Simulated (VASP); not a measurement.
Set up this calculation in VASP 6.6.1, as the native input.

```yaml
Task: single point
Functional: PBE
Potentials_or_basis: VASP PAW PBE potentials, release 64 (Ga_d, As)
Cutoff: 500 eV
k_mesh: 10 × 10 × 10
Occupations: gaussian, width 0.01 eV
Spin: no spin polarisation
Dipole_correction: no
Further_INCAR_settings: ALGO = Normal; EDIFF = 1e-06; NBANDS = 16
```

The structure of GaAs (m.bB) lies in POSCAR:

```
GaAs
1.0
    0.0000000000      2.8729561782      2.8729561782
    2.8729561782      0.0000000000      2.8729561782
    2.8729561782      2.8729561782      0.0000000000
Ga As
1 1
Direct
    0.0000000000      0.0000000000      0.0000000000
    0.2500000000      0.2500000000      0.2500000000
```

One way to write it, as run:

INCAR

```
SYSTEM = GaAs
ALGO     = Normal         ! electronic algorithm
EDIFF    = 1E-6           ! SCF threshold, eV
ENCUT    = 500            ! plane-wave cutoff, eV
GGA      = PE             ! functional
GGA_COMPAT= .False.      
ISIF     = 2              ! what is computed and relaxed
ISMEAR   = 0              ! smearing method
LASPH    = .True.         ! aspherical terms in the spheres
LCHARG   = .False.        ! write CHGCAR
LREAL    = .False.        ! projectors in reciprocal space
LWAVE    = .False.        ! write WAVECAR
NBANDS   = 16             ! bands
NELM     = 120            ! most SCF steps
PREC     = Accurate       ! precision mode
SIGMA    = 0.01           ! smearing width, eV
```

KPOINTS

```
k-points
0
Gamma
  10 10 10
  0 0 0
```

Potentials or basis: VASP PAW PBE potentials, release 64 (Ga_d, As).

The run is started by

```sh
$ cat potpaw_PBE.64/Ga_d/POTCAR potpaw_PBE.64/As/POTCAR > POTCAR
$ mpirun -np 1 vasp_std > vasp.out
```

It gave:

```
Pressure               : 0.1 GPa
Band gap on the k mesh : 0.16 eV, direct
```

Wall time 28 s on 1 thread of Intel Xeon 6975P-C (shared host), peak memory 0.19 GiB.
